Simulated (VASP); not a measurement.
Wanted: the native input for a VASP 6.6.1 run.

```
Task                   : relaxation of cell and atoms
Functional             : PBEsol
Potentials or basis    : VASP PAW PBE potentials, release 64 (Ti_sv, Al)
Cutoff                 : 600 eV
k mesh                 : 8 × 8 × 8
Occupations            : fermi-dirac, width 0.05 eV
Spin                   : no spin polarisation
Target pressure        : 5 GPa
Dipole correction      : no
Further INCAR settings : ALGO = Normal; EDIFF = 1e-07; IBRION = 2; EDIFFG = -0.01; NSW = 60; ISIF = 3
```

The structure of TiAl lies in POSCAR:

```
TiAl
1.0
    3.1790640000      0.0000000000      0.0000000000
    0.0000000000      3.1790640000      0.0000000000
    0.0000000000      0.0000000000      3.1790640000
Ti Al
1 1
Direct
    0.0000000000      0.0000000000      0.0000000000
    0.5000000000      0.5000000000      0.5000000000
```

One way to write it, as run:

INCAR

```
SYSTEM = TiAl
PREC = Accurate
ENCUT = 600
EDIFF = 1E-7
ISMEAR = -1
SIGMA = 0.05
LREAL = .False.
LASPH = .True.
NELM = 60
ALGO = Normal
ISIF = 3
LWAVE = .False.
LCHARG = .False.
GGA = PS
IBRION = 2
NSW = 60
EDIFFG = -0.01
PSTRESS = 50.0
```

KPOINTS

```
Automatic mesh
0
Gamma
  8 8 8
  0 0 0
```

Potentials or basis: VASP PAW PBE potentials, release 64 (Ti_sv, Al).

The run is started by

```bash
$ cat potpaw_PBE.64/Ti_sv/POTCAR potpaw_PBE.64/Al/POTCAR > POTCAR
$ mpirun -np 1 vasp_std > vasp.out
```

Results of the run:

```
Relaxed volume                                         : 15.14 Å³/atom
Relaxed cell                                           : a = 3.117 Å, b = 3.117 Å, c = 3.117 Å, α = 90.00°, β = 90.00°, γ = 90.00°
Space group after relaxing (to 0.05 Å)                 : Pm-3m (No. 221)
Energy change on relaxing (the enthalpy is what falls) : +6.5 meV/atom
Ionic steps                                            : 3
Pressure after relaxing                                : 5.0 GPa
```

Caveat: the cell is relaxed towards a set pressure, so the enthalpy falls and the energy may rise; the PAW data sets were made with another functional, which shifts forces and pressure a little.

Wall time 34 s on 1 thread of Intel Xeon 6975P-C, with other jobs on the host, peak memory 0.17 GiB.
